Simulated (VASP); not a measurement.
# SnSe2 (P-3m1) in VASP: a series of runs

SnSe2 is run at these levels: LDA; tasks: single point, relaxation of cell and atoms.

Everything below comes from runs of VASP 6.6.1. Logs are shortened: lines on timing, memory, paths and dates and some standing lists are left out, and cuts for length are marked.

**1. The cell of the first run**

The structure is trigonal, space group P-3m1 (No. 164). The conventional cell has a = 3.800 Å, b = 3.800 Å, c = 5.894 Å, α = 90.00°, β = 90.00°, γ = 120.00°. Within 3.6 Å of Sn (site symmetry -3m) lie 6 Se at 2.70 Å. Within 3.6 Å of Se (site symmetry 3m) lie 3 Sn at 2.70 Å and 3 Se at 3.51 Å.

**2. Single point, LDA**

File INCAR:

```
SYSTEM = SnSe2
  PREC = Accurate
  ENCUT = 520
  EDIFF = 1E-7
  ISMEAR = 0
  SIGMA = 0.01
  LREAL = .FALSE.
  LASPH = .TRUE.
  NELM = 100
  ALGO = Normal
  ISIF = 2
  LWAVE = .FALSE.
  LCHARG = .FALSE.
  NBANDS = 20
```

File KPOINTS:

```
regular mesh
0
G
  12 12 6
  0 0 0
```

File POSCAR:

```
SnSe2
1.0
    3.7999755262      0.0000000000      0.0000000000
   -1.8999877631      3.2908753395      0.0000000000
    0.0000000000      0.0000000000      5.8935071327
Sn Se
1 2
Direct
    0.0000000000      0.0000000000      0.0000000000
    0.3333333333      0.6666666667      0.2675976179
    0.6666666667      0.3333333333      0.7324023821
```

Potentials or basis: VASP PAW LDA potentials, release 64 (Sn_d, Se).

Launch:

```bash
> cat potpaw_LDA.64/Sn_d/POTCAR potpaw_LDA.64/Se/POTCAR > POTCAR
> mpirun -np 1 vasp_std > vasp.out
```

OUTCAR:

```text
SYSTEM = SnSe2
   PREC = Accurate
   ENCUT = 520
   EDIFF = 1E-7
   ISMEAR = 0
   LREAL = .FALSE.
   LASPH = .TRUE.
   NELM = 100
   ISIF = 2

 ion  position               nearest neighbor table
   1  0.000  0.000  0.000-   2 2.70   3 2.70   3 2.70   2 2.70   3 2.70   2 2.70
   2  0.333  0.667  0.268-   1 2.70   1 2.70   1 2.70
   3  0.667  0.333  0.732-   1 2.70   1 2.70   1 2.70

  LATTYP: Found a hexagonal cell.
 ALAT       =     3.7999755262
 C/A-ratio  =     1.5509329184

  Lattice vectors:

 A1 = (   3.7999755262,   0.0000000000,   0.0000000000)
 A2 = (  -1.8999877631,   3.2908753395,   0.0000000000)
 A3 = (   0.0000000000,   0.0000000000,   5.8935071327)

Analysis of symmetry for initial positions (statically):
=====================================================================
 Subroutine PRICEL returns:
 Original cell was already a primitive cell.

 Routine SETGRP: Setting up the symmetry group for a
 hexagonal supercell.

 Subroutine GETGRP returns: Found 12 space group operations
 (whereof 12 operations were pure point group operations)
 out of a pool of 24 trial point group operations.

The static configuration has the point symmetry D_3d.

Analysis of symmetry for dynamics (positions and initial velocities):
=====================================================================
 Subroutine PRICEL returns:
 Original cell was already a primitive cell.

 Routine SETGRP: Setting up the symmetry group for a
 hexagonal supercell.

 Subroutine GETGRP returns: Found 12 space group operations
 (whereof 12 operations were pure point group operations)
 out of a pool of 24 trial point group operations.

The dynamic configuration has the point symmetry D_3d.

 Subroutine INISYM returns: Found 12 space group operations
 (whereof 12 operations are pure point group operations),
 and found     1 'primitive' translations

----------------------------------------------------------------------------------------

                                     Primitive cell

  volume of cell :      73.6998

  direct lattice vectors                    reciprocal lattice vectors
     3.799975526  0.000000000  0.000000000     0.263159590  0.151935260  0.000000000
    -1.899987763  3.290875339  0.000000000     0.000000000  0.303870520  0.000000000
     0.000000000  0.000000000  5.893507133     0.000000000  0.000000000  0.169678254

  length of vectors
     3.799975526  3.799975526  5.893507133     0.303870520  0.303870520  0.169678254

  position of ions in fractional coordinates (direct lattice)
     0.000000000  0.000000000  0.000000000
     0.333333333  0.666666667  0.267597618
     0.666666667  0.333333333  0.732402382

  ion indices of the primitive-cell ions
   primitive index   ion index
                 1           1
                 2           2
                 3           3

----------------------------------------------------------------------------------------

 KPOINTS: regular mesh

Automatic generation of k-mesh.
 Grid dimensions read from file:
 generate k-points for:   12   12    6

 Generating k-lattice:

  Cartesian coordinates                     Fractional coordinates (reciprocal lattice)
     0.021929966  0.012661272  0.000000000     0.083333333 -0.000000000  0.000000000
     0.000000000  0.025322543  0.000000000     0.000000000  0.083333333  0.000000000
     0.000000000  0.000000000  0.028279709     0.000000000  0.000000000  0.166666667

  Length of vectors
     0.025322543  0.025322543  0.028279709

  Shift w.r.t. Gamma in fractional coordinates (k-lattice)
     0.000000000  0.000000000  0.000000000

 Subroutine IBZKPT returns following result:
 ===========================================

 Found    100 irreducible k-points:

 Following reciprocal coordinates:
            Coordinates               Weight
  0.000000  0.000000  0.000000      1.000000
  0.083333  0.000000  0.000000      6.000000
  0.166667 -0.000000  0.000000      6.000000
  0.250000 -0.000000  0.000000      6.000000
  0.333333  0.000000  0.000000      6.000000
  0.416667  0.000000  0.000000      6.000000
[... 16 lines left out ...]
  0.166667 -0.000000  0.166667      6.000000
  0.000000  0.166667  0.166667      6.000000
 [... further k-points ...]
   k-points           NKPTS =    100   k-points in BZ     NKDIM =    100   number of bands    NBANDS=     20
   number of dos      NEDOS =    301   number of ions     NIONS =      3
   total plane-waves  NPLWV =  37632
   dimension x,y,z NGX =    28 NGY =   28 NGZ =   48
   dimension x,y,z NGXF=    56 NGYF=   56 NGZF=   96
   ions per type =               1   2
   NGX,Y,Z   is equivalent  to a cutoff of  12.25, 12.25, 13.54 a.u.
   NGXF,Y,Z  is equivalent  to a cutoff of  24.50, 24.50, 27.08 a.u.
 SYSTEM =  SnSe2
   PREC   = accura    normal or accurate (medium, high low for compatibility)
   ISTART =      0    job   : 0-new  1-cont  2-samecut
   ICHARG =      2    charge: 1-file 2-atom 10-const
   ISPIN  =      1    spin polarized calculation?
   LNONCOLLINEAR =      F non collinear calculations
   LSORBIT =      F    spin-orbit coupling
   LASPH  =      T    aspherical Exc in radial PAW
   ENCUT  =  520.0 eV  38.22 Ry    6.18 a.u.   7.07  7.07 10.96*2*pi/ulx,y,z
   NELM   =    100;   NELMIN=  2; NELMDL= -5     # of ELM steps
   EDIFF  = 0.1E-06   stopping-criterion for ELM
   LREAL  =      F    real-space projection
   EDIFFG = 0.1E-05   stopping-criterion for IOM
   NSW    =      0    number of steps for IOM
   IBRION =     -1    ionic relax: 0-MD 1-quasi-New 2-CG
   NFREE  =      0    steps in history (QN), initial steepest desc. (CG)
   ISIF   =      2    stress and relaxation
   ISYM   =      2    0-nonsym 1-usesym 2-fastsym
   POTIM  = 0.5000    time-step for ionic-motion
   TEBEG  =    0.0;   TEEND  =   0.0 temperature during run
   PSTRESS=    0.0 pullay stress
   NELECT =      26.0000    total number of electrons
   NUPDOWN=      -1.0000    fix difference up-down
   EMIN   =  10.00;   EMAX   =-10.00  energy-range for DOS
   EFERMI =   0.00;   METHOD = LEGACY
   ISMEAR =     0;   SIGMA  =   0.01  broadening in eV -4-tet -1-fermi 0-gaus
   EFERMI_NEDOS =   21; number of points for ismear=-14 and -15
   IALGO  =     38    algorithm
   IMIX   =      4    mixing-type and parameters
     AMIX     =   0.40;   BMIX     =  1.00
     AMIX_MAG =   1.60;   BMIX_MAG =  1.00
  volume/ion in A,a.u.               =      24.57       165.78
  Fermi-wavevector in a.u.,A,eV,Ry     =   1.156762  2.185963 18.205926  1.338098
  Thomas-Fermi vector in A             =   2.293379
   LORBIT       =      0    0 simple, 1 ext, 2 COOP (PROOUT), +10 PAW based schemes
   GGA     = CA    functional components
   LHFCALC =     F    Hartree Fock is set to
   AEXX    =    0.0000 exact exchange contribution
   IVDW    =     0    specifies the selected vdW correction
   LEPSILON=     F    determine dielectric tensor
   LRPA    =     F    only Hartree local field effects (RPA)
 non-spin polarized calculation
 Gauss-broadening in eV      SIGMA  =   0.01
  energy-cutoff  :      520.00
  volume of cell :       73.70
 maximum number of plane-waves:      2002
   NGX = 15   NGY = 15   NGZ = 21

 number of electron      25.9999995 magnetization

 Free energy of the ion-electron system (eV)
  ---------------------------------------------------
  ext. energy  EPLUGINS =         0.00000000
  ---------------------------------------------------
  free energy    TOTEN  =       -13.79443918 eV

  energy without entropy =      -13.79443918  energy(sigma->0) =      -13.79443918

 E-fermi :   4.9844     XC(G=0): -10.0631

 val. band max:        4.8952576305   @ k =   0.0833   0.0833   0.0000
 cond. band min:       5.0728227164   @ k =   0.0000   0.4167   0.3333
 fundamental gap:      0.1775650859
 Fermi energy:         4.9843745018

 k-point     1 :       0.0000    0.0000    0.0000
  band No.  band energies     occupation
      1     -16.5464      2.00000
      2     -16.5464      2.00000
      3     -16.5040      2.00000
      4     -16.4910      2.00000
      5     -16.4910      2.00000
      6      -9.4285      2.00000
[... 12 lines left out ...]
     19      13.7315      0.00000
     20      13.7315      0.00000

 k-point     2 :       0.0833    0.0000    0.0000
  band No.  band energies     occupation
      1     -16.5495      2.00000
      2     -16.5436      2.00000
      3     -16.5019      2.00000
      4     -16.4928      2.00000
      5     -16.4907      2.00000
      6      -9.3585      2.00000
[... 12 lines left out ...]
     19      12.9942      0.00000
     20      13.7635      0.00000

 k-point     3 :       0.1667   -0.0000    0.0000
  band No.  band energies     occupation
      1     -16.5591      2.00000
      2     -16.5369      2.00000
      3     -16.4997      2.00000
      4     -16.4938      2.00000
      5     -16.4891      2.00000
      6      -9.1527      2.00000
[... 12 lines left out ...]
     19      12.5977      0.00000
     20      13.8142      0.00000

 k-point     4 :       0.2500   -0.0000    0.0000
  band No.  band energies     occupation
      1     -16.5734      2.00000
      2     -16.5297      2.00000
      3     -16.5051      2.00000
      4     -16.4853      2.00000
      5     -16.4847      2.00000
      6      -8.8260      2.00000
[... 12 lines left out ...]
     19      12.6961      0.00000
     20      14.2452      0.00000

 k-point     5 :       0.3333    0.0000    0.0000
  band No.  band energies     occupation
      1     -16.5884      2.00000
      2     -16.5254      2.00000
      3     -16.5106      2.00000
      4     -16.4775      2.00000
      5     -16.4760      2.00000
      6      -8.4131      2.00000
[... 12 lines left out ...]
     19      13.5538      0.00000
     20      14.9187      0.00000
[... 353 lines left out ...]
      6      -9.2947      2.00000
[... 12 lines left out ...]
     19      13.0553      0.00000
     20      13.7628      0.00000

 k-point    22 :       0.0000    0.0833    0.1667
  band No.  band energies     occupation
      1     -16.5495      2.00000
      2     -16.5436      2.00000
      3     -16.5019      2.00000
      4     -16.4928      2.00000
      5     -16.4907      2.00000
      6      -9.2946      2.00000
[... 12 lines left out ...]
     19      12.9428      0.00000
     20      13.3133      0.00000

 k-point    23 :       0.1667   -0.0000    0.1667
  band No.  band energies     occupation
      1     -16.5591      2.00000
      2     -16.5368      2.00000
      3     -16.4996      2.00000
      4     -16.4938      2.00000
      5     -16.4891      2.00000
      6      -9.0904      2.00000
[... 12 lines left out ...]
     19      13.0486      0.00000
     20      13.5268      0.00000

 k-point    24 :       0.0000    0.1667    0.1667
  band No.  band energies     occupation
      1     -16.5591      2.00000
      2     -16.5369      2.00000
      3     -16.4997      2.00000
      4     -16.4937      2.00000
      5     -16.4891      2.00000
      6      -9.0898      2.00000
[... 12 lines left out ...]
     19      12.4474      0.00000
     20      13.4342      0.00000

 [... further k-points ...]
[... 5 lines left out ...]
  --------------------------------------------------------------------------------------
  -------------------------------------------------------------------------------------
  Total        0.0798509      0.0798509      0.0820606      0.0000000      0.0000000      0.0000000
  in kB        1.7358994      1.7358994      1.7839368      0.0000000      0.0000000      0.0000000
  external PRESSURE =       1.7519119 kB  Pullay stress =       0.0000000 kB

 VOLUME and BASIS-vectors are now :
 -----------------------------------------------------------------------------
  energy-cutoff  :      520.00
  volume of cell :       73.70
      direct lattice vectors                 reciprocal lattice vectors
     3.799975526  0.000000000  0.000000000     0.263159590  0.151935260  0.000000000
    -1.899987763  3.290875339  0.000000000     0.000000000  0.303870520  0.000000000
     0.000000000  0.000000000  5.893507133     0.000000000  0.000000000  0.169678254

 POSITION                                       TOTAL-FORCE (eV/Angst)
 -----------------------------------------------------------------------------------
      0.00000      0.00000      0.00000        -0.000000      0.000000      0.000000
     -0.00000      2.19392      1.57709         0.000000      0.000000      0.023657
      1.89999      1.09696      4.31642        -0.000000      0.000000     -0.023657
 -----------------------------------------------------------------------------------
    total drift:                                0.000000      0.000000      0.000000

  FREE ENERGIE OF THE ION-ELECTRON SYSTEM (eV)
  ---------------------------------------------------
  free  energy   TOTEN  =       -13.7944391801 eV

  energy  without entropy=      -13.7944391801  energy(sigma->0) =      -13.79443918
```

Run time: 46 s. Hardware: 1 thread of Intel Xeon 6975P-C (Granite Rapids), shared host; peak memory 0.26 GiB.

What came out:

* Free energy: -13.7944 eV
* Pressure: 0.2 GPa
* Largest force: 0.024 eV/Å
* Band gap on the k mesh: 0.18 eV, indirect (least direct gap 0.70 eV)

Forces in eV/Å, atoms in the order of the input:
```
Sn   0.000  0.000  0.000
Se   0.000  0.000  0.024
Se   0.000  0.000 -0.024
```

Levels at points of the mesh, in eV from the valence-band top:
```
           k point  band 10  band 11  band 12  band 13  band 14  band 15  band 16  band 17
(0.00, 0.00, 0.00)    -0.85    -0.69    -0.69    -0.14     0.56     2.70     4.36     4.36
(0.50, 0.00, 0.00)    -3.55    -2.92    -1.96    -0.46     1.03     3.29     4.71     4.72
(0.00, 0.00, 0.50)    -1.04    -1.04    -0.38    -0.38     2.39     2.57     3.91     3.91
(0.50, 0.00, 0.50)    -2.59    -2.20    -1.30    -1.18     0.52     3.66     4.33     5.57
```

Caveat: spin-orbit coupling is left out, which moves the levels of the heavy elements. A k mesh can miss the band edges.

**3. Relaxation of cell and atoms, LDA**

File INCAR:

```
ALGO     = Normal         # electronic algorithm
EDIFF    = 1E-6           # SCF threshold, eV
EDIFFG   = -0.005         # ionic threshold
ENCUT    = 600            # plane-wave cutoff, eV
GGA      = CA             # functional
IBRION   = 2              # ionic algorithm
ISIF     = 3              # what is computed and relaxed
ISMEAR   = 0              # smearing method
LASPH    = True           # aspherical terms in the spheres
LCHARG   = False          # write CHGCAR
LREAL    = False          # projectors in reciprocal space
LWAVE    = False          # write WAVECAR
NELM     = 100            # most SCF steps
NSW      = 100            # ionic steps
PREC     = Accurate       # precision mode
SIGMA    = 0.01           # smearing width, eV
```

File KPOINTS:

```
k-points
0
Gamma
  12 12 6
```

File POSCAR:

```
SnSe2
1.0
    3.8001141666      0.0000000000      0.0000000000
   -1.9000570833      3.2909954056      0.0000000000
    0.0000000000      0.0000000000      5.8956540218
Sn Se
1 2
Direct
    0.0000000000      0.0000000000      0.0000000000
    0.3333333333      0.6666666667      0.2673774262
    0.6666666667      0.3333333333      0.7326225738
```

Potentials or basis: VASP PAW LDA potentials, release 64 (Sn_d, Se).

Launch:

```bash
> cat potpaw_LDA.64/Sn_d/POTCAR potpaw_LDA.64/Se/POTCAR > POTCAR
> mpirun -np 1 vasp_std > vasp.out
```

It took 99 s on 1 thread of Intel Xeon 6975P-C (Granite Rapids), shared host; peak memory 0.29 GiB.

Results (log left out):

- Free energy: -13.7946 eV
- Relaxed volume: 24.64 Å³/atom
- Relaxed cell: a = 3.803 Å, b = 3.803 Å, c = 5.901 Å, α = 90.00°, β = 90.00°, γ = 120.00°
- Space group after relaxing (to 0.05 Å): P-3m1 (No. 164)
- Energy gained by relaxing: 0.0 meV/atom
- Ionic steps: 3
- Pressure after relaxing: 0.0 GPa
- Band gap on the k mesh: 0.18 eV, indirect (least direct gap 0.69 eV)

Step by step:
```csv
step,energy change (eV),largest force (eV/Å),pressure (GPa),volume (Å³)
1,0.0000,0.0304,0.21,73.73
2,0.0000,0.0224,-0.20,74.08
3,-0.0001,0.0014,-0.02,73.92
```

Final structure:
```yaml
crystal:
  lattice:
    - [3.80322, 0.00000, 0.00000]
    - [-1.90161, 3.29369, 0.00000]
    - [0.00000, 0.00000, 5.90130]
  atoms:
    - { symbol: Sn, position: [0.00000, 0.00000, 0.00000] }
    - { symbol: Se, position: [0.33333, 0.66667, 0.26751] }
    - { symbol: Se, position: [0.66667, 0.33333, 0.73249] }
```

Levels at points of the mesh, in eV from the valence-band top:
| k point | band 9 | band 10 | band 11 | band 12 | band 13 | band 14 | band 15 | band 16 | band 17 |
| --- | --- | --- | --- | --- | --- | --- | --- | --- | --- |
| (0.00, 0.00, 0.00) | -0.85 | -0.85 | -0.68 | -0.68 | -0.14 | 0.55 | 2.70 | 4.36 | 4.36 |
| (0.50, 0.00, 0.00) | -4.61 | -3.53 | -2.90 | -1.95 | -0.45 | 1.03 | 3.29 | 4.72 | 4.72 |
| (0.00, 0.00, 0.50) | -2.73 | -1.04 | -1.04 | -0.37 | -0.37 | 2.38 | 2.57 | 3.91 | 3.91 |
| (0.50, 0.00, 0.50) | -5.38 | -2.57 | -2.19 | -1.30 | -1.17 | 0.51 | 3.66 | 4.33 | 5.58 |

Caveat: spin-orbit coupling is left out, which moves the levels of the heavy elements.

**4. Single point, LDA**

File INCAR:

```
PREC     = Accurate       # precision mode
ENCUT    = 520            # plane-wave cutoff, eV
EDIFF    = 1E-6           # SCF threshold, eV
ISMEAR   = 0              # smearing method
SIGMA    = 0.02           # smearing width, eV
LREAL    = F              # projectors in reciprocal space
LASPH    = T              # aspherical terms in the spheres
NELM     = 100            # most SCF steps
ALGO     = Normal         # electronic algorithm
ISIF     = 2              # what is computed and relaxed
LWAVE    = F              # write WAVECAR
LCHARG   = T              # write CHGCAR
GGA      = CA             # functional
LELF     = T              # ELF
LVHAR    = T            
NBANDS   = 20             # bands
```

File KPOINTS:

```
regular mesh
0
Gamma
  9 9 6
```

POSCAR is that of step 3.

Launch:

```bash
> cat potpaw_LDA.64/Sn_d/POTCAR potpaw_LDA.64/Se/POTCAR > POTCAR
> mpirun -np 1 vasp_std > vasp.out
```

Run time: 31 s. Hardware: 1 thread of Intel Xeon 6975P-C (Granite Rapids), shared host; peak memory 0.22 GiB.

It converged, with:

| Quantity | Value |
| --- | --- |
| Free energy | -13.7933 eV |
| Pressure | 0.2 GPa |
| Largest force | 0.027 eV/Å |
| Band gap on the k mesh | 0.22 eV, indirect (least direct gap 0.70 eV) |

Forces on the atoms (eV/Å):
```
Sn   0.000  0.000  0.000
Se   0.000  0.000  0.027
Se   0.000  0.000 -0.027
```

Levels at points of the mesh, in eV from the valence-band top:
| k point | band 9 | band 10 | band 11 | band 12 | band 13 | band 14 | band 15 | band 16 | band 17 | band 18 |
| --- | --- | --- | --- | --- | --- | --- | --- | --- | --- | --- |
| (0.00, 0.00, 0.00) | -0.82 | -0.82 | -0.65 | -0.65 | -0.10 | 0.60 | 2.73 | 4.40 | 4.40 | 8.05 |
| (0.00, 0.00, 0.50) | -2.70 | -1.01 | -1.01 | -0.34 | -0.34 | 2.42 | 2.60 | 3.95 | 3.95 | 7.16 |

Caveat: spin-orbit coupling is left out, which moves the levels of the heavy elements. A k mesh can miss the band edges.

**5. The runs side by side**

| task | cell | k mesh | cutoff (eV) | smearing | gap on the mesh (eV) | pressure (GPa) | largest force (eV/Å) |
| --- | --- | --- | --- | --- | --- | --- | --- |
| single point | a = 3.800, b = 3.800, c = 5.894 Å, angles 90.0, 90.0, 120.0°, 3 atoms | 12 × 12 × 6 | 520 | gaussian 0.01 eV | 0.18 | 0.2 | 0.02 |
| relaxation of cell and atoms | relaxed from a = 3.800, b = 3.800, c = 5.896 Å, angles 90.0, 90.0, 120.0°, 3 atoms | 12 × 12 × 6 | 600 | gaussian 0.01 eV | 0.18 | 0.0 | - |
| single point | a = 3.800, b = 3.800, c = 5.896 Å, angles 90.0, 90.0, 120.0°, 3 atoms | 9 × 9 × 6 | 520 | gaussian 0.02 eV | 0.22 | 0.2 | 0.03 |

Alike in all rows: level LDA; potentials or basis VASP PAW LDA potentials, release 64 (Sn_d, Se); no spin polarisation.

Caveats: spin-orbit coupling is left out, which moves the levels of the heavy elements.

Total energies depend on the potentials used, so only differences within one code and one set of settings carry meaning.
